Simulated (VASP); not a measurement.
Ru, 2 atoms in the cell. Symmetry: P6_3/mmc, No. 194, hexagonal system. Conventional cell: a = 2.706 Å, b = 2.706 Å, c = 4.368 Å, α = 90.00°, β = 90.00°, γ = 120.00°. Ru (site symmetry -6m2) has 12 Ru at 2.69 to 2.71 Å within 3.5 Å.  This cell differs from its parent crystal: z stretched by +2 %.

* Program: VASP 6.6.1
* Task: relaxation of the atoms
* Functional: PBE
* Potentials or basis: VASP PAW PBE potentials, release 64 (Ru_pv)
* Cutoff: 520 eV
* k mesh: 20 × 20 × 11
* Occupations: fermi-dirac, width 0.05 eV
* Spin: no spin polarisation
* Dipole correction: no
* Further INCAR settings: ALGO = Normal; EDIFF = 1e-06; IBRION = 2; EDIFFG = -0.02; NSW = 80

Potentials or basis: VASP PAW PBE potentials, release 64 (Ru_pv).

Launch:

```sh
$ cat potpaw_PBE.64/Ru_pv/POTCAR > POTCAR
$ mpirun -np 1 vasp_std > vasp.out
```

Hardware: 1 thread of Oxide Virtual Turin-like Processor (shared host).

**Question.** How long does it take, and how much memory?

**Answer.** Run time: 2.3 min on 1 thread of Oxide Virtual Turin-like Processor (shared host), peak memory 0.19 GiB. Counts: scf iterations 12, k points 264, ion steps 1.
